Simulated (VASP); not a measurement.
# Ge2Sb (P6/mmm) in VASP: notebook

Runs on Ge2Sb. Level: PBE. Tasks: single point, relaxation of cell and atoms.

All numbers are computed with VASP 6.6.1; they aren't measurements. Logs are shortened: lines on timing, memory, paths and dates and some standing lists are left out, and cuts for length are marked.

## Step 1: The cell of the first run

The structure is hexagonal, space group P6/mmm (No. 191). The conventional cell has a = 3.731 Å, b = 3.731 Å, c = 5.556 Å, α = 90.00°, β = 90.00°, γ = 120.00°. Within 2.3 Å of Ge (site symmetry 6mm) lie 1 Ge at 1.75 Å and 1 Sb at 1.90 Å. Within 2.5 Å of Sb (site symmetry 6/mmm) lie 2 Ge at 1.90 Å.

The cell was built from a structure type or drawn by symmetry, and may not be a known phase.

## Step 2: Single point, PBE

Contents of INCAR:

```
SYSTEM = Ge2Sb
PREC = Accurate
ENCUT = 520
EDIFF = 1E-6
ISMEAR = 0
SIGMA = 0.1
LREAL = .False.
LASPH = .True.
NELM = 80
ALGO = Normal
ISIF = 2
LWAVE = .False.
LCHARG = .True.
GGA = PE
LELF = .True.
LVHAR = .True.
NBANDS = 24
```

Contents of KPOINTS:

```
Automatic mesh
0
Gamma
  6 6 4
  0 0 0
```

Contents of POSCAR:

```
Ge2Sb
1.0
    3.7309549500      0.0000000000      0.0000000000
   -1.8654774700      3.2311017600      0.0000000000
    0.0000000000      0.0000000000      5.5562592400
Ge Sb
2 1
Direct
    0.0000000000      0.0000000000      0.6578728900
    0.0000000000      0.0000000000      0.3421271100
    0.0000000000      0.0000000000      0.0000000000
```

Potentials or basis: VASP PAW PBE potentials, release 64 (Ge_d, Sb).

On the command line:

```console
> cat potpaw_PBE.64/Ge_d/POTCAR potpaw_PBE.64/Sb/POTCAR > POTCAR
> mpirun -np 1 vasp_std > vasp.out
```

OUTCAR:

```text
SYSTEM = Ge2Sb
   PREC = Accurate
   ENCUT = 520
   EDIFF = 1E-6
   ISMEAR = 0
   LREAL = .False.
   LASPH = .True.
   NELM = 80
   ISIF = 2
   GGA = PE

 ion  position               nearest neighbor table
   1  0.000  0.000  0.658-   2 1.75   3 1.90
   2  0.000  0.000  0.342-   1 1.75   3 1.90
   3  0.000  0.000  0.000-   1 1.90   2 1.90

  LATTYP: Found a hexagonal cell.
 ALAT       =     3.7309549500
 C/A-ratio  =     1.4892324658

  Lattice vectors:

 A1 = (   3.7309549500,   0.0000000000,   0.0000000000)
 A2 = (  -1.8654774700,   3.2311017600,   0.0000000000)
 A3 = (   0.0000000000,   0.0000000000,   5.5562592400)

Analysis of symmetry for initial positions (statically):
=====================================================================
 Subroutine PRICEL returns:
 Original cell was already a primitive cell.

 Routine SETGRP: Setting up the symmetry group for a
 hexagonal supercell.

 Subroutine GETGRP returns: Found 24 space group operations
 (whereof 24 operations were pure point group operations)
 out of a pool of 24 trial point group operations.

The static configuration has the point symmetry D_6h.

Analysis of symmetry for dynamics (positions and initial velocities):
=====================================================================
 Subroutine PRICEL returns:
 Original cell was already a primitive cell.

 Routine SETGRP: Setting up the symmetry group for a
 hexagonal supercell.

 Subroutine GETGRP returns: Found 24 space group operations
 (whereof 24 operations were pure point group operations)
 out of a pool of 24 trial point group operations.

The dynamic configuration has the point symmetry D_6h.

 Subroutine INISYM returns: Found 24 space group operations
 (whereof 24 operations are pure point group operations),
 and found     1 'primitive' translations

----------------------------------------------------------------------------------------

                                     Primitive cell

  volume of cell :      66.9812

  direct lattice vectors                    reciprocal lattice vectors
     3.730954950  0.000000000  0.000000000     0.268027895  0.154745977  0.000000000
    -1.865477470  3.231101760  0.000000000     0.000000000  0.309491955  0.000000000
     0.000000000  0.000000000  5.556259240     0.000000000  0.000000000  0.179977204

  length of vectors
     3.730954950  3.730954941  5.556259240     0.309491954  0.309491955  0.179977204

  position of ions in fractional coordinates (direct lattice)
     0.000000000  0.000000000  0.657872890
     0.000000000  0.000000000  0.342127110
     0.000000000  0.000000000  0.000000000

  ion indices of the primitive-cell ions
   primitive index   ion index
                 1           1
                 2           2
                 3           3

----------------------------------------------------------------------------------------

 KPOINTS: Automatic mesh

Automatic generation of k-mesh.
 Grid dimensions read from file:
 generate k-points for:    6    6    4

 Generating k-lattice:

  Cartesian coordinates                     Fractional coordinates (reciprocal lattice)
     0.044671316  0.025790996  0.000000000     0.166666667  0.000000000  0.000000000
     0.000000000  0.051581992  0.000000000     0.000000000  0.166666667  0.000000000
     0.000000000  0.000000000  0.044994301     0.000000000  0.000000000  0.250000000

  Length of vectors
     0.051581992  0.051581992  0.044994301

  Shift w.r.t. Gamma in fractional coordinates (k-lattice)
     0.000000000  0.000000000  0.000000000

 Subroutine IBZKPT returns following result:
 ===========================================

 Found     21 irreducible k-points:

 Following reciprocal coordinates:
            Coordinates               Weight
  0.000000  0.000000  0.000000      1.000000
  0.166667  0.000000  0.000000      6.000000
  0.333333  0.000000  0.000000      6.000000
  0.500000  0.000000  0.000000      3.000000
  0.166667  0.166667  0.000000      6.000000
  0.333333  0.166667  0.000000     12.000000
[... 13 lines left out ...]
  0.333333  0.166667  0.500000     12.000000
  0.333333  0.333333  0.500000      2.000000
   k-points           NKPTS =     21   k-points in BZ     NKDIM =     21   number of bands    NBANDS=     24
   number of dos      NEDOS =    301   number of ions     NIONS =      3
   total plane-waves  NPLWV =  32928
   dimension x,y,z NGX =    28 NGY =   28 NGZ =   42
   dimension x,y,z NGXF=    56 NGYF=   56 NGZF=   84
   ions per type =               2   1
   NGX,Y,Z   is equivalent  to a cutoff of  12.48, 12.48, 12.57 a.u.
   NGXF,Y,Z  is equivalent  to a cutoff of  24.95, 24.95, 25.13 a.u.
 SYSTEM =  Ge2Sb
   PREC   = accura    normal or accurate (medium, high low for compatibility)
   ISTART =      0    job   : 0-new  1-cont  2-samecut
   ICHARG =      2    charge: 1-file 2-atom 10-const
   ISPIN  =      1    spin polarized calculation?
   LNONCOLLINEAR =      F non collinear calculations
   LSORBIT =      F    spin-orbit coupling
   LASPH  =      T    aspherical Exc in radial PAW
   ENCUT  =  520.0 eV  38.22 Ry    6.18 a.u.   6.94  6.94 10.33*2*pi/ulx,y,z
   NELM   =     80;   NELMIN=  2; NELMDL= -5     # of ELM steps
   EDIFF  = 0.1E-05   stopping-criterion for ELM
   LREAL  =      F    real-space projection
   EDIFFG = 0.1E-04   stopping-criterion for IOM
   NSW    =      0    number of steps for IOM
   IBRION =     -1    ionic relax: 0-MD 1-quasi-New 2-CG
   NFREE  =      0    steps in history (QN), initial steepest desc. (CG)
   ISIF   =      2    stress and relaxation
   ISYM   =      2    0-nonsym 1-usesym 2-fastsym
   POTIM  = 0.5000    time-step for ionic-motion
   TEBEG  =    0.0;   TEEND  =   0.0 temperature during run
   PSTRESS=    0.0 pullay stress
   NELECT =      33.0000    total number of electrons
   NUPDOWN=      -1.0000    fix difference up-down
   EMIN   =  10.00;   EMAX   =-10.00  energy-range for DOS
   EFERMI =   0.00;   METHOD = LEGACY
   ISMEAR =     0;   SIGMA  =   0.10  broadening in eV -4-tet -1-fermi 0-gaus
   EFERMI_NEDOS =   21; number of points for ismear=-14 and -15
   IALGO  =     38    algorithm
   IMIX   =      4    mixing-type and parameters
     AMIX     =   0.40;   BMIX     =  1.00
     AMIX_MAG =   1.60;   BMIX_MAG =  1.00
  volume/ion in A,a.u.               =      22.33       150.67
  Fermi-wavevector in a.u.,A,eV,Ry     =   1.292990  2.443396 22.746528  1.671823
  Thomas-Fermi vector in A             =   2.424663
   LORBIT       =      0    0 simple, 1 ext, 2 COOP (PROOUT), +10 PAW based schemes
   GGA     = PE    functional components
   LHFCALC =     F    Hartree Fock is set to
   AEXX    =    0.0000 exact exchange contribution
   IVDW    =     0    specifies the selected vdW correction
   LEPSILON=     F    determine dielectric tensor
   LRPA    =     F    only Hartree local field effects (RPA)
 non-spin polarized calculation
 Gauss-broadening in eV      SIGMA  =   0.10
  energy-cutoff  :      520.00
  volume of cell :       66.98
 maximum number of plane-waves:      1816
 NGX is ok and might be reduce to    28
   NGX = 13   NGY = 13   NGZ = 21

 number of electron      33.0000027 magnetization

 Free energy of the ion-electron system (eV)
  ---------------------------------------------------
  ext. energy  EPLUGINS =         0.00000000
  ---------------------------------------------------
  free energy    TOTEN  =         2.76735818 eV

  energy without entropy =        2.76948786  energy(sigma->0) =        2.76842302

 E-fermi :   6.8465     XC(G=0): -10.1441

 val. band max:        6.7495114643   @ k =   0.0000   0.0000   0.5000
 cond. band min:       7.0606890928   @ k =   0.1667   0.1667   0.5000
 fundamental gap:      0.3111776285
 Fermi energy:         6.8464572565

 k-point     1 :       0.0000    0.0000    0.0000
  band No.  band energies     occupation
      1     -20.8410      2.00000
      2     -19.9389      2.00000
      3     -19.9389      2.00000
      4     -19.0557      2.00000
      5     -19.0557      2.00000
      6     -18.9698      2.00000
[... 16 lines left out ...]
     23      13.6541      0.00000
     24      13.6541      0.00000

 k-point     2 :       0.1667    0.0000    0.0000
  band No.  band energies     occupation
      1     -20.8404      2.00000
      2     -19.9406      2.00000
      3     -19.9393      2.00000
      4     -19.0558      2.00000
      5     -19.0529      2.00000
      6     -18.9687      2.00000
[... 16 lines left out ...]
     23      13.5022      0.00000
     24      14.6934      0.00000

 k-point     3 :       0.3333    0.0000    0.0000
  band No.  band energies     occupation
      1     -20.8393      2.00000
      2     -19.9439      2.00000
      3     -19.9401      2.00000
      4     -19.0561      2.00000
      5     -19.0473      2.00000
      6     -18.9667      2.00000
[... 16 lines left out ...]
     23      15.4778      0.00000
     24      15.6514      0.00000

 k-point     4 :       0.5000    0.0000    0.0000
  band No.  band energies     occupation
      1     -20.8387      2.00000
      2     -19.9456      2.00000
      3     -19.9406      2.00000
      4     -19.0563      2.00000
      5     -19.0445      2.00000
      6     -18.9656      2.00000
[... 16 lines left out ...]
     23      15.6832      0.00000
     24      15.7913      0.00000

 k-point     5 :       0.1667    0.1667    0.0000
  band No.  band energies     occupation
      1     -20.8396      2.00000
      2     -19.9427      2.00000
      3     -19.9402      2.00000
      4     -19.0553      2.00000
      5     -19.0494      2.00000
      6     -18.9671      2.00000
[... 370 lines left out ...]
 k-point    19 :       0.1667    0.1667    0.5000
  band No.  band energies     occupation
      1     -20.9593      2.00000
      2     -19.9012      2.00000
      3     -19.8991      2.00000
      4     -19.0562      2.00000
      5     -19.0503      2.00000
      6     -18.9596      2.00000
[... 16 lines left out ...]
     23      14.1680      0.00000
     24      14.6354      0.00000

 k-point    20 :       0.3333    0.1667    0.5000
  band No.  band energies     occupation
      1     -20.9590      2.00000
      2     -19.9030      2.00000
      3     -19.9001      2.00000
      4     -19.0552      2.00000
      5     -19.0474      2.00000
      6     -18.9608      2.00000
[... 16 lines left out ...]
     23      13.8380      0.00000
     24      15.9752      0.00000

 k-point    21 :       0.3333    0.3333    0.5000
  band No.  band energies     occupation
      1     -20.9589      2.00000
      2     -19.9020      2.00000
      3     -19.9020      2.00000
      4     -19.0506      2.00000
      5     -19.0506      2.00000
      6     -18.9601      2.00000
[... 16 lines left out ...]
     23      15.7661      0.00000
     24      15.7661      0.00000

------------------------ aborting loop because EDIFF is reached ----------------------------------------

  FORCE on cell =-STRESS in cart. coord.  units (eV):
  Direction    XX          YY          ZZ          XY          YZ          ZX
  --------------------------------------------------------------------------------------
  -------------------------------------------------------------------------------------
  Total        1.7321515      1.7321515    108.3168986      0.0000000      0.0000000      0.0000000
  in kB       41.4327080     41.4327078   2590.9179350      0.0000001      0.0000000      0.0000000
  external PRESSURE =     891.2611169 kB  Pullay stress =       0.0000000 kB

 VOLUME and BASIS-vectors are now :
 -----------------------------------------------------------------------------
  energy-cutoff  :      520.00
  volume of cell :       66.98
      direct lattice vectors                 reciprocal lattice vectors
     3.730954950  0.000000000  0.000000000     0.268027895  0.154745977  0.000000000
    -1.865477470  3.231101760  0.000000000     0.000000000  0.309491955  0.000000000
     0.000000000  0.000000000  5.556259240     0.000000000  0.000000000  0.179977204

 POSITION                                       TOTAL-FORCE (eV/Angst)
 -----------------------------------------------------------------------------------
      0.00000      0.00000      3.65531        -0.000000      0.000000      1.644554
      0.00000      0.00000      1.90095        -0.000000     -0.000000     -1.644554
      0.00000      0.00000      0.00000         0.000000      0.000000      0.000000
 -----------------------------------------------------------------------------------
    total drift:                               -0.000000     -0.000000      0.000000

  FREE ENERGIE OF THE ION-ELECTRON SYSTEM (eV)
  ---------------------------------------------------
  free  energy   TOTEN  =         2.7673581777 eV

  energy  without entropy=        2.7694878626  energy(sigma->0) =        2.76842302
```

Wall time 49 s (1 thread of Intel Xeon 8259CL, shared host); peak memory 0.19 GiB.

What came out:

```
Free energy            : 2.7674 eV
Pressure               : 89.1 GPa
Largest force          : 1.645 eV/Å
Band gap on the k mesh : zero (an odd number of electrons rules out a gap without spin polarisation)
```

Forces on the atoms (eV/Å):
```
Ge   0.000  0.000  1.645
Ge   0.000  0.000 -1.645
Sb   0.000  0.000  0.000
```

Stress tensor (GPa, compression positive):
```
  4.14   0.00   0.00
  0.00   4.14   0.00
  0.00   0.00 259.09
```

Caveat: the cell stands under pressure; spin-orbit coupling is left out, which moves the levels of the heavy elements; forces of over 1 eV/Å act on the atoms, so gaps and moduli don't describe the material at rest.

(Part 1 of 2 ends here.)
